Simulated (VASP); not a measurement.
**Mg: single point with r2SCAN**

The system is Mg.

```
Mg
1.0
     3.25153    0.00000    0.00000
    -1.62577    2.81591    0.00000
     0.00000    0.00000    5.27886
Mg
2
Direct
  0.66667 0.33333 0.75000
  0.33333 0.66667 0.25000
```

- Program: VASP 6.6.1
- Task: single point
- Functional: r2SCAN
- Potentials or basis: VASP PAW PBE potentials, release 64 (Mg)
- Cutoff: 520 eV
- k mesh: 10 × 10 × 5
- Occupations: fermi-dirac, width 0.05 eV
- Spin: no spin polarisation

```yaml
Pressure: -2.6 GPa
Band_gap_on_the_k_mesh: zero (band 2 reaches 3.02 eV, above the bottom of band 3 at 1.19 eV)
```

Stress tensor (GPa, compression positive):
```
-2.87  0.00  0.00
 0.00 -2.87  0.00
 0.00  0.00 -1.98
```

Levels at points of the mesh, in eV from the Fermi level:
```
           k point  band 1  band 2  band 3  band 4  band 5  band 6  band 7
(0.00, 0.00, 0.00)   -7.20   -1.86   -1.24   11.37   11.37   11.42   11.42
(0.50, 0.00, 0.00)   -2.31   -2.19    2.70    3.06    3.39    3.85    7.09
```

It took 30 s on 1 thread of Intel(R) Xeon(R) Platinum 8375C CPU @ 2.90GHz (Ice Lake), on a shared host, peak memory 0.17 GiB.

Caveat: the PAW data sets were made with another functional, which shifts forces and pressure a little.
